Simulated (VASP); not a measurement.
Crystal: LuAs.

```
Lu As
1.0
     0.00000    2.83819    2.83819
     2.83819    0.00000    2.83819
     2.83819    2.83819    0.00000
Lu As
1 1
Direct
  0.50000 0.50000 0.50000
  0.00000 0.00000 0.00000
```

- Program: VASP 6.6.1
- Task: relaxation of cell and atoms
- Functional: PBEsol
- Potentials or basis: VASP PAW PBE potentials, release 64 (Lu, As)
- Cutoff: 600 eV
- k mesh: 14 × 14 × 14
- Occupations: fermi-dirac, width 0.1 eV
- Spin: no spin polarisation

At the start: pressure -2.4 GPa; volume 22.86 Å³/atom.

Problem. How do energy, volume and symmetry change on relaxing?

Solution. Over 11 steps the energy falls by 5.3 meV/atom and the volume is 22.20 Å³/atom (-2.9 %); space group Fm-3m (No. 225, to 0.1 Å) before and after.

The path:
```
step  energy change (eV)  largest force (eV/Å)  pressure (GPa)  volume (Å³)
   1              0.0000                0.0000           -2.36        45.73
   2             -0.0062                0.0000            1.63        43.53
   3             -0.0106                0.0000            0.15        44.36
   4             -0.0105                0.0000           -0.11        44.44
   5             -0.0105                0.0000           -0.11        44.40
   6             -0.0105                0.0000           -0.02        44.40
   7             -0.0105                0.0000           -0.09        44.40
   8             -0.0105                0.0000           -0.08        44.40
   9             -0.0105                0.0000           -0.07        44.40
  10             -0.0105                0.0000           -0.04        44.40
  11             -0.0105                0.0000           -0.01        44.39
```

Final structure:
```
Lu As
1.0
     0.00000    2.81037    2.81037
     2.81037    0.00000    2.81037
     2.81037    2.81037    0.00000
Lu As
1 1
Cartesian
  2.8104 2.8104 2.8104
  0.0000 0.0000 0.0000
```

Caveat: the PAW data sets were made with another functional, which shifts forces and pressure a little.
